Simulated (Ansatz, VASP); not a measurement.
**In2GaP3: VASP beside Ansatz**

The input INCAR:

```
ALGO = Normal ; EDIFF = 1E-6
ENCUT = 520 ; GGA = PE
ISIF = 2 ; ISMEAR = 0
LASPH = T ; LCHARG = F
LREAL = F ; LWAVE = F
NBANDS = 36 ; NELM = 80
PREC = Accurate ; SIGMA = 0.1
```

The input KPOINTS:

```
k-points
0
Gamma
  6 6 2
```

The input POSCAR:

```
In2GaP3
1.0
    3.9391722500      0.0000000000      0.0000000000
   -1.9695861200      3.4114232400      0.0000000000
    0.0000000000      0.0000000000      9.6489620200
In Ga P
2 1 3
Direct
    0.0000000000      0.0000000000      0.0000000000
    0.6666666700      0.3333333300      0.3333333300
    0.3333333300      0.6666666700      0.6666666700
    0.0000000000      0.0000000000      0.7500000000
    0.3333333300      0.6666666700      0.4166666700
    0.6666666700      0.3333333300      0.0833333300
```

Input for Ansatz:

```yaml
crystal:
  lattice:
    - [3.93917225, 0.0, 0.0]
    - [-1.96958612, 3.41142324, 0.0]
    - [0.0, 0.0, 9.64896202]
  atoms:
    - { symbol: In, position: [0.0, 0.0, 0.0] }
    - { symbol: In, position: [0.66666667, 0.33333333, 0.33333333] }
    - { symbol: Ga, position: [0.33333333, 0.66666667, 0.66666667] }
    - { symbol: P, position: [0.0, 0.0, 0.75] }
    - { symbol: P, position: [0.33333333, 0.66666667, 0.41666667] }
    - { symbol: P, position: [0.66666667, 0.33333333, 0.08333333] }
basis:
  ecutwfc: 420
kpoints:
  mp_grid: { grid: [6, 6, 2] }
hamiltonian:
  xc: pbe
scf:
  occupations: { method: gaussian, width: 0.1 }
  lower_state_search: "off"
output:
  forces: true
  stress: true
  eigenvalues: true
```

Alike in both runs: task single point; functional PBE; k mesh 6 × 6 × 2; occupations gaussian, width 0.1 eV; no spin polarisation.

|  | VASP | Ansatz |
| --- | --- | --- |
| version | VASP 6.6.1 | Ansatz 0.2.0 |
| potentials or method | VASP PAW PBE potentials, release 64 (In_d, Ga_d, P), cutoff 520 eV | scalar-relativistic, plane waves, PAW |
| valence electrons in the cell | 54 | 54 |

```csv
,VASP,Ansatz,Ansatz less VASP
gap on the k mesh at the Fermi level (eV),1.17,1.17,+0.006
least direct gap on the mesh (eV),1.17,1.17,+0.006
pressure (GPa),11.8,11.9,+0.11
"traceless stress, the component that is largest in VASP (GPa)",-0.19,-0.19,+0.004
rms of the force components (eV/Å),0.535,0.538,+0.0035
```

Atom by atom the forces differ by 0.004 eV/Å (rms over components).
